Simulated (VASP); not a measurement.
Input of a VASP 6.6.1 run:

Contents of POSCAR:

```
CoSi2
1.0
    0.0000000000      2.6572039227      2.6572039227
    2.6572039227      0.0000000000      2.6572039227
    2.6572039227      2.6572039227      0.0000000000
Co Si
1 2
Direct
    0.0000000000      0.0000000000      0.0000000000
    0.2500000000      0.2500000000      0.2500000000
    0.7500000000      0.7500000000      0.7500000000
```

INCAR.step1

```
SYSTEM = CoSi2
  PREC = Accurate
  ENCUT = 520
  ISMEAR = -1
  SIGMA = 0.05
  LREAL = .False.
  LASPH = .True.
  NELM = 100
  NBANDS = 16
  GGA = PE
  ALGO = Normal
  EDIFF = 1E-4
  LWAVE = .True.
  LCHARG = .False.
```

File INCAR.step2:

```
SYSTEM = CoSi2
  PREC = Accurate
  ENCUT = 520
  EDIFF = 1E-6
  ISMEAR = -1
  SIGMA = 0.05
  LREAL = .False.
  LASPH = .True.
  NELM = 100
  ALGO = Normal
  ISIF = 2
  LWAVE = .False.
  LCHARG = .False.
  METAGGA = R2SCAN
  LMIXTAU = .True.
  NBANDS = 16
  ISTART = 1
```

File KPOINTS:

```
Automatic mesh
0
Gamma
  11 11 11
  0 0 0
```

Potentials or basis: VASP PAW PBE potentials, release 64 (Co, Si).

Launch:

```bash
$ cat potpaw_PBE.64/Co/POTCAR potpaw_PBE.64/Si/POTCAR > POTCAR
$ cp INCAR.step1 INCAR
$ mpirun -np 1 vasp_std > vasp.out
$ cp INCAR.step2 INCAR
$ mpirun -np 1 vasp_std > vasp.out
```

(1) What does it give for the band gap on the k mesh?

(2) Estimate the pressure.

Results:

(1) zero (an odd number of electrons rules out a gap without spin polarisation).

(2) -0.1 GPa.

Caveat: the PAW data sets were made with another functional, which shifts forces and pressure a little; the run has no spin polarisation, though such a crystal can be magnetic.
